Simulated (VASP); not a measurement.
# La2RuO4 (I4/mmm) in VASP: notebook

Runs on La2RuO4. Level: r2SCAN. Tasks: single point.

Everything below comes from runs of VASP 6.6.1. Logs are shortened: lines on timing, memory, paths and dates and some standing lists are left out, and cuts for length are marked.

## 1. The cell of the first run

Symmetry: I4/mmm, No. 139, tetragonal system. Conventional cell: a = 3.854 Å, b = 3.854 Å, c = 12.683 Å, α = 90.00°, β = 90.00°, γ = 90.00°. La (site symmetry 4mm) has 9 O at 2.41 to 2.73 Å and 4 Ru at 3.30 Å within 3.4 Å. Ru (site symmetry 4/mmm) has 6 O at 1.93 to 2.06 Å within 2.6 Å. Within 2.9 Å of O (site symmetry mmm) lie 2 Ru at 1.93 Å and 4 La at 2.68 Å and 8 O at 2.72 to 2.82 Å. O (site symmetry 4mm) has 1 Ru at 2.06 Å and 5 La at 2.41 to 2.73 Å and 4 O at 2.82 Å within 2.9 Å.

## 2. Single point, r2SCAN

The input, POSCAR:

```
La2RuO4
1.0
    0.0000000000      3.8536000000      0.0000000000
    3.8536000000      0.0000000000      0.0000000000
    1.9267995000      1.9267995000     -6.3413264500
La Ru O
2 1 4
Direct
    0.3526000000      0.3526000000      0.2948000000
    0.6474000000      0.6474000000      0.7052000000
    0.0000000000      0.0000000000      0.0000000000
    0.5000000000      0.0000000000      0.0000000000
    0.0000000000      0.5000000000      0.0000000000
    0.1625000000      0.1625000000      0.6750000000
    0.8375000000      0.8375000000      0.3250000000
```

The input, INCAR.step1:

```
SYSTEM = La2RuO4
PREC = Accurate ; ENCUT = 520
ISMEAR = -1 ; SIGMA = 0.1
LREAL = .False. ; LASPH = .True.
NELM = 100 ; NBANDS = 39
GGA = PE ; ALGO = Normal
EDIFF = 1E-4 ; LWAVE = .True.
LCHARG = .False.
```

The input, INCAR.step2:

```
SYSTEM = La2RuO4
PREC = Accurate ; ENCUT = 520
EDIFF = 1E-6 ; ISMEAR = -1
SIGMA = 0.1 ; LREAL = .False.
LASPH = .True. ; NELM = 100
ALGO = Normal ; ISIF = 2
LWAVE = .False. ; LCHARG = .False.
METAGGA = R2SCAN ; LMIXTAU = .True.
NBANDS = 39 ; ISTART = 1
```

The input, KPOINTS:

```
regular mesh
0
Gamma
  5 5 5
  0 0 0
```

Potentials or basis: VASP PAW PBE potentials, release 64 (La, Ru_pv, O).

On the command line:

```
> cat potpaw_PBE.64/La/POTCAR potpaw_PBE.64/Ru_pv/POTCAR potpaw_PBE.64/O/POTCAR > POTCAR
> cp INCAR.step1 INCAR
> mpirun -np 1 vasp_std > vasp.out
> cp INCAR.step2 INCAR
> mpirun -np 1 vasp_std > vasp.out
```

OUTCAR:

```text
SYSTEM = La2RuO4
   PREC = Accurate
   ENCUT = 520
   EDIFF = 1E-6
   ISMEAR = -1
   LREAL = .False.
   LASPH = .True.
   NELM = 100
   ISIF = 2
   METAGGA = R2SCAN
   ISTART = 1

 ion  position               nearest neighbor table
   1  0.353  0.353  0.295-   6 2.41   5 2.68   4 2.68   4 2.68   5 2.68   7 2.73   7 2.73   7 2.73
                             7 2.73   3 3.30   3 3.30   3 3.30   3 3.30
   2  0.647  0.647  0.705-   7 2.41   5 2.68   4 2.68   4 2.68   5 2.68   6 2.73   6 2.73   6 2.73
                             6 2.73   3 3.30   3 3.30   3 3.30   3 3.30
   3  0.000  0.000  0.000-   4 1.93   5 1.93   5 1.93   4 1.93   6 2.06   7 2.06   1 3.30   2 3.30
                             1 3.30   2 3.30   1 3.30   2 3.30   2 3.30   1 3.30
   4  0.500  0.000  0.000-   3 1.93   3 1.93   1 2.68   2 2.68   1 2.68   2 2.68
   5  0.000  0.500  0.000-   3 1.93   3 1.93   1 2.68   2 2.68   2 2.68   1 2.68
   6  0.163  0.163  0.675-   3 2.06   1 2.41   2 2.73   2 2.73   2 2.73   2 2.73
   7  0.837  0.837  0.325-   3 2.06   2 2.41   1 2.73   1 2.73   1 2.73   1 2.73

  LATTYP: Found a body centered tetragonal cell.
 ALAT       =     3.8536000000
 C/A-ratio  =     3.2911181493

  Lattice vectors:

 A1 = (  -1.9267995000,   1.9268005000,   6.3413264500)
 A2 = (   1.9268005000,  -1.9267995000,   6.3413264500)
 A3 = (   1.9267995000,   1.9267995000,  -6.3413264500)

Analysis of symmetry for initial positions (statically):
=====================================================================
 Subroutine PRICEL returns:
 Original cell was already a primitive cell.

 Routine SETGRP: Setting up the symmetry group for a
 body centered tetragonal supercell.

 Subroutine GETGRP returns: Found 16 space group operations
 (whereof 16 operations were pure point group operations)
 out of a pool of 16 trial point group operations.

The static configuration has the point symmetry D_4h.

Analysis of symmetry for dynamics (positions and initial velocities):
=====================================================================
 Subroutine PRICEL returns:
 Original cell was already a primitive cell.

 Routine SETGRP: Setting up the symmetry group for a
 body centered tetragonal supercell.

 Subroutine GETGRP returns: Found 16 space group operations
 (whereof 16 operations were pure point group operations)
 out of a pool of 16 trial point group operations.

The dynamic configuration has the point symmetry D_4h.

 Subroutine INISYM returns: Found 16 space group operations
 (whereof 16 operations are pure point group operations),
 and found     1 'primitive' translations

----------------------------------------------------------------------------------------

                                     Primitive cell

  volume of cell :      94.1702

  direct lattice vectors                    reciprocal lattice vectors
     0.000000000  3.853600000  0.000000000     0.000000000  0.259497613  0.078847836
     3.853600000  0.000000000  0.000000000     0.259497613  0.000000000  0.078847836
     1.926799500  1.926799500 -6.341326450     0.000000000  0.000000000 -0.157695714

  length of vectors
     3.853600000  3.853600000  6.901994912     0.271212080  0.271212080  0.157695714

  position of ions in fractional coordinates (direct lattice)
     0.352600000  0.352600000  0.294800000
     0.647400000  0.647400000  0.705200000
     0.000000000  0.000000000  0.000000000
     0.500000000  0.000000000  0.000000000
     0.000000000  0.500000000  0.000000000
     0.162500000  0.162500000  0.675000000
     0.837500000  0.837500000  0.325000000

  ion indices of the primitive-cell ions
   primitive index   ion index
                 1           1
                 2           2
                 3           3
                 4           4
                 5           5
                 6           6
                 7           7

----------------------------------------------------------------------------------------

 KPOINTS: regular mesh

Automatic generation of k-mesh.
 Grid dimensions read from file:
 generate k-points for:    5    5    5

 Generating k-lattice:

  Cartesian coordinates                     Fractional coordinates (reciprocal lattice)
     0.000000000  0.051899523  0.015769567     0.200000000  0.000000000  0.000000000
     0.051899523  0.000000000  0.015769567     0.000000000  0.200000000  0.000000000
     0.000000000  0.000000000 -0.031539143     0.000000000  0.000000000  0.200000000

  Length of vectors
     0.054242416  0.054242416  0.031539143

  Shift w.r.t. Gamma in fractional coordinates (k-lattice)
     0.000000000  0.000000000  0.000000000

 Subroutine IBZKPT returns following result:
 ===========================================

 Found     18 irreducible k-points:

 Following reciprocal coordinates:
            Coordinates               Weight
  0.000000  0.000000  0.000000      1.000000
  0.200000  0.000000  0.000000      8.000000
  0.400000  0.000000  0.000000      8.000000
  0.200000  0.200000  0.000000      8.000000
  0.400000  0.200000  0.000000     16.000000
 -0.400000  0.200000 -0.000000     16.000000
[... 10 lines left out ...]
  0.000000  0.000000  0.400000      2.000000
 -0.200000  0.000000  0.400000      4.000000
   k-points           NKPTS =     18   k-points in BZ     NKDIM =     18   number of bands    NBANDS=     39
   number of dos      NEDOS =    301   number of ions     NIONS =      7
   total plane-waves  NPLWV =  48600
   dimension x,y,z NGX =    30 NGY =   30 NGZ =   54
   dimension x,y,z NGXF=    60 NGYF=   60 NGZF=  108
   ions per type =               2   1   4
   NGX,Y,Z   is equivalent  to a cutoff of  12.94, 12.94, 13.01 a.u.
   NGXF,Y,Z  is equivalent  to a cutoff of  25.88, 25.88, 26.01 a.u.
 SYSTEM =  La2RuO4
   PREC   = accura    normal or accurate (medium, high low for compatibility)
   ISTART =      1    job   : 0-new  1-cont  2-samecut
   ICHARG =      0    charge: 1-file 2-atom 10-const
   ISPIN  =      1    spin polarized calculation?
   LNONCOLLINEAR =      F non collinear calculations
   LSORBIT =      F    spin-orbit coupling
   LASPH  =      T    aspherical Exc in radial PAW
   ENCUT  =  520.0 eV  38.22 Ry    6.18 a.u.   7.17  7.17 12.83*2*pi/ulx,y,z
   NELM   =    100;   NELMIN=  2; NELMDL=  0     # of ELM steps
   EDIFF  = 0.1E-05   stopping-criterion for ELM
   LREAL  =      F    real-space projection
   EDIFFG = 0.1E-04   stopping-criterion for IOM
   NSW    =      0    number of steps for IOM
   IBRION =     -1    ionic relax: 0-MD 1-quasi-New 2-CG
   NFREE  =      0    steps in history (QN), initial steepest desc. (CG)
   ISIF   =      2    stress and relaxation
   ISYM   =      2    0-nonsym 1-usesym 2-fastsym
   POTIM  = 0.5000    time-step for ionic-motion
   TEBEG  =    0.0;   TEEND  =   0.0 temperature during run
   PSTRESS=    0.0 pullay stress
   NELECT =      60.0000    total number of electrons
   NUPDOWN=      -1.0000    fix difference up-down
   EMIN   =  10.00;   EMAX   =-10.00  energy-range for DOS
   EFERMI =   0.00;   METHOD = LEGACY
   ISMEAR =    -1;   SIGMA  =   0.10  broadening in eV -4-tet -1-fermi 0-gaus
   EFERMI_NEDOS =   21; number of points for ismear=-14 and -15
   IALGO  =     38    algorithm
   IMIX   =      4    mixing-type and parameters
     AMIX     =   0.40;   BMIX     =  1.00
     AMIX_MAG =   1.60;   BMIX_MAG =  1.00
  volume/ion in A,a.u.               =      13.45        90.78
  Fermi-wavevector in a.u.,A,eV,Ry     =   1.408707  2.662071 27.000169  1.984456
  Thomas-Fermi vector in A             =   2.530838
   LORBIT       =      0    0 simple, 1 ext, 2 COOP (PROOUT), +10 PAW based schemes
   METAGGA = R2SCAN    functional components
   LHFCALC =     F    Hartree Fock is set to
   AEXX    =    0.0000 exact exchange contribution
   IVDW    =     0    specifies the selected vdW correction
   LEPSILON=     F    determine dielectric tensor
   LRPA    =     F    only Hartree local field effects (RPA)
 non-spin polarized calculation
  energy-cutoff  :      520.00
  volume of cell :       94.17
 maximum number of plane-waves:      2547
 NGX is ok and might be reduce to    30
   NGX = 15   NGY = 15   NGZ = 25

 number of electron      59.9999999 magnetization

 Free energy of the ion-electron system (eV)
  ---------------------------------------------------
  ext. energy  EPLUGINS =         0.00000000
  ---------------------------------------------------
  free energy    TOTEN  =      -126.83295430 eV

  energy without entropy =     -126.76509990  energy(sigma->0) =     -126.79902710

 E-fermi :  11.0846     XC(G=0): -12.3167

 val. band max:       10.8972884336   @ k =   0.4000   0.4000   0.0000
 cond. band min:      11.1112055311   @ k =   0.2000   0.0000   0.0000
 fundamental gap:      0.2139170975
 Fermi energy:        11.0845863424

 k-point     1 :       0.0000    0.0000    0.0000
  band No.  band energies     occupation
      1     -33.9390      2.00000
      2     -33.9390      2.00000
      3     -33.7870      2.00000
      4     -23.6673      2.00000
      5     -23.4414      2.00000
      6     -11.3843      2.00000
[... 31 lines left out ...]
     38      13.0032      0.00000
     39      13.0033      0.00000

 k-point     2 :       0.2000    0.0000    0.0000
  band No.  band energies     occupation
      1     -33.9536      2.00000
      2     -33.9383      2.00000
      3     -33.7862      2.00000
      4     -23.6222      2.00000
      5     -23.4402      2.00000
      6     -11.2050      2.00000
[... 31 lines left out ...]
     38      13.0157      0.00000
     39      13.1827      0.00000

 k-point     3 :       0.4000    0.0000    0.0000
  band No.  band energies     occupation
      1     -33.9770      2.00000
      2     -33.9372      2.00000
      3     -33.7848      2.00000
      4     -23.5318      2.00000
      5     -23.4542      2.00000
      6     -11.2340      2.00000
[... 31 lines left out ...]
     38      13.0780      0.00000
     39      13.2172      0.00000

 k-point     4 :       0.2000    0.2000    0.0000
  band No.  band energies     occupation
      1     -33.9530      2.00000
      2     -33.9526      2.00000
      3     -33.7854      2.00000
      4     -23.5769      2.00000
      5     -23.4419      2.00000
      6     -11.0873      2.00000
[... 31 lines left out ...]
     38      13.1269      0.00000
     39      13.1951      0.00000
[... 502 lines left out ...]
     38      13.1653      0.00000
     39      13.1827      0.00000

 k-point    17 :       0.0000    0.0000    0.4000
  band No.  band energies     occupation
      1     -33.9390      2.00000
      2     -33.9390      2.00000
      3     -33.7870      2.00000
      4     -23.6198      2.00000
      5     -23.4909      2.00000
      6     -11.4440      2.00000
[... 31 lines left out ...]
     38      12.8907      0.00000
     39      12.8907      0.00000

 k-point    18 :      -0.2000    0.0000    0.4000
  band No.  band energies     occupation
      1     -33.9536      2.00000
      2     -33.9383      2.00000
      3     -33.7862      2.00000
      4     -23.5758      2.00000
      5     -23.4879      2.00000
      6     -11.3815      2.00000
[... 31 lines left out ...]
     38      12.9413      0.00000
     39      13.1156      0.00000

------------------------ aborting loop because EDIFF is reached ----------------------------------------

  FORCE on cell =-STRESS in cart. coord.  units (eV):
  Direction    XX          YY          ZZ          XY          YZ          ZX
  --------------------------------------------------------------------------------------
  -------------------------------------------------------------------------------------
  Total        7.5258007      7.5258007     -2.2601382     -0.0000000     -0.0000002     -0.0000002
  in kB      128.0412533    128.0412533    -38.4531741     -0.0000000     -0.0000030     -0.0000030
  external PRESSURE =      72.5431108 kB  Pullay stress =       0.0000000 kB

 VOLUME and BASIS-vectors are now :
 -----------------------------------------------------------------------------
  energy-cutoff  :      520.00
  volume of cell :       94.17
      direct lattice vectors                 reciprocal lattice vectors
     0.000000000  3.853600000  0.000000000     0.000000000  0.259497613  0.078847836
     3.853600000  0.000000000  0.000000000     0.259497613  0.000000000  0.078847836
     1.926799500  1.926799500 -6.341326450     0.000000000  0.000000000 -0.157695714

 POSITION                                       TOTAL-FORCE (eV/Angst)
 -----------------------------------------------------------------------------------
      1.92680      1.92680     -1.86942         0.000000      0.000000      1.593193
      3.85360      3.85360     -4.47190        -0.000000     -0.000000     -1.593193
      0.00000      0.00000      0.00000         0.000000      0.000000      0.000000
      0.00000      1.92680      0.00000         0.000000      0.000000      0.000000
      1.92680      0.00000      0.00000         0.000000      0.000000      0.000000
      1.92680      1.92680     -4.28040         0.000000      0.000000      1.349366
      3.85360      3.85360     -2.06093        -0.000000     -0.000000     -1.349366
 -----------------------------------------------------------------------------------
    total drift:                                0.000000      0.000000     -0.000000

  FREE ENERGIE OF THE ION-ELECTRON SYSTEM (eV)
  ---------------------------------------------------
  free  energy   TOTEN  =      -126.8329543005 eV

  energy  without entropy=     -126.7650999010  energy(sigma->0) =     -126.79902710
```

Wall time 4.3 min (1 thread of Intel Xeon Platinum 8488C (Sapphire Rapids), shared host); peak memory 0.26 GiB.

Results:

- Free energy: -126.8330 eV
- Pressure: 7.3 GPa
- Largest force: 1.593 eV/Å
- Band gap on the k mesh: zero (bands 30 and 31 overlap by 1.48 eV)

Forces in eV/Å, atoms in the order of the input:
```
La   0.000  0.000  1.593
La   0.000  0.000 -1.593
Ru   0.000  0.000  0.000
O    0.000  0.000  0.000
O    0.000  0.000  0.000
O    0.000  0.000  1.349
O    0.000  0.000 -1.349
```

Stress tensor (GPa, compression positive):
```
12.80  0.00  0.00
 0.00 12.80  0.00
 0.00  0.00 -3.85
```

Caveat: the cell stands under pressure; the PAW data sets were made with another functional, which shifts forces and pressure a little; spin-orbit coupling is left out, which moves the levels of the heavy elements.

## 3. Single point, r2SCAN

POSCAR is that of step 2.

The input, INCAR.step1:

```
ALGO = Normal ; EDIFF = 1E-4
ENCUT = 520 ; GGA = PE
ISMEAR = -1 ; LASPH = True
LCHARG = False ; LREAL = False
LWAVE = True ; NBANDS = 39
NELM = 100 ; PREC = Accurate
SIGMA = 0.1
```

The input, INCAR.step2:

```
ALGO = Normal ; EDIFF = 1E-6
ENCUT = 520 ; ISIF = 2
ISMEAR = -1 ; ISTART = 1
LASPH = True ; LCHARG = True
LELF = True ; LMIXTAU = True
LREAL = False ; LVHAR = True
LWAVE = False ; METAGGA = R2SCAN
NBANDS = 39 ; NELM = 100
PREC = Accurate ; SIGMA = 0.1
```

The input, KPOINTS:

```
k-points
0
Gamma
  5 5 5
```

Potentials or basis: VASP PAW PBE potentials, release 64 (La, Ru_pv, O).

On the command line:

```
> cat potpaw_PBE.64/La/POTCAR potpaw_PBE.64/Ru_pv/POTCAR potpaw_PBE.64/O/POTCAR > POTCAR
> cp INCAR.step1 INCAR
> mpirun -np 1 vasp_std > vasp.out
> cp INCAR.step2 INCAR
> mpirun -np 1 vasp_std > vasp.out
```

Wall time 4.4 min (1 thread of Intel Xeon Platinum 8488C (Sapphire Rapids), shared host); peak memory 0.26 GiB.

It converged, with:

| Property | Result |
| --- | --- |
| Free energy | -126.8330 eV |
| Pressure | 7.3 GPa |
| Largest force | 1.593 eV/Å |
| Band gap on the k mesh | zero (bands 30 and 31 overlap by 1.48 eV) |

Forces in eV/Å, atoms in the order of the input:
```
La   0.000  0.000  1.593
La   0.000  0.000 -1.593
Ru   0.000  0.000  0.000
O    0.000  0.000  0.000
O    0.000  0.000  0.000
O    0.000  0.000  1.349
O    0.000  0.000 -1.349
```

Stress tensor (GPa, compression positive):
```
12.80  0.00  0.00
 0.00 12.80  0.00
 0.00  0.00 -3.85
```

Levels at points of the mesh, in eV from the Fermi level:
```
           k point  band 26  band 27  band 28  band 29  band 30  band 31  band 32  band 33  band 34  band 35
(0.00, 0.00, 0.00)    -4.29    -4.29    -3.05    -2.35    -2.35    -0.58     0.59     0.97     1.01     1.04
```

Caveat: the cell stands under pressure; the PAW data sets were made with another functional, which shifts forces and pressure a little; spin-orbit coupling is left out, which moves the levels of the heavy elements.
